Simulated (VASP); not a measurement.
Here is a VASP 6.6.1 calculation.

INCAR

```
PREC = Accurate ; ENCUT = 520
EDIFF = 1E-6 ; ISMEAR = 0
SIGMA = 0.15 ; LREAL = F
LASPH = T ; NELM = 80
ALGO = Normal ; ISIF = 2
LWAVE = F ; LCHARG = T
GGA = PS ; LELF = T
LVHAR = T ; NBANDS = 22
```

KPOINTS

```
Automatic mesh
0
Gamma
  10 10 10
```

POSCAR

```
GaSb3
1.0
    0.0000000000      3.7103678045      3.7103678045
    3.7103678045      0.0000000000      3.7103678045
    3.7103678045      3.7103678045      0.0000000000
Ga Sb
1 3
Direct
    0.0000000000      0.0000000000      0.0000000000
    0.2500000000      0.2500000000      0.2500000000
    0.7500000000      0.7500000000      0.7500000000
    0.5000000000      0.5000000000      0.5000000000
```

Potentials or basis: VASP PAW PBE potentials, release 64 (Ga_d, Sb).

The run is started by

```console
$ cat potpaw_PBE.64/Ga_d/POTCAR potpaw_PBE.64/Sb/POTCAR > POTCAR
$ mpirun -np 1 vasp_std > vasp.out
```

Task: Predict the band gap on the k mesh.

Result: Zero (band 14 reaches 8.86 eV, above the bottom of band 15 at 5.08 eV).

Task: What does it give for the pressure?

Result: -2.9 GPa.

Caveat: the PAW data sets were made with another functional, which shifts forces and pressure a little; spin-orbit coupling is left out, which moves the levels of the heavy elements.
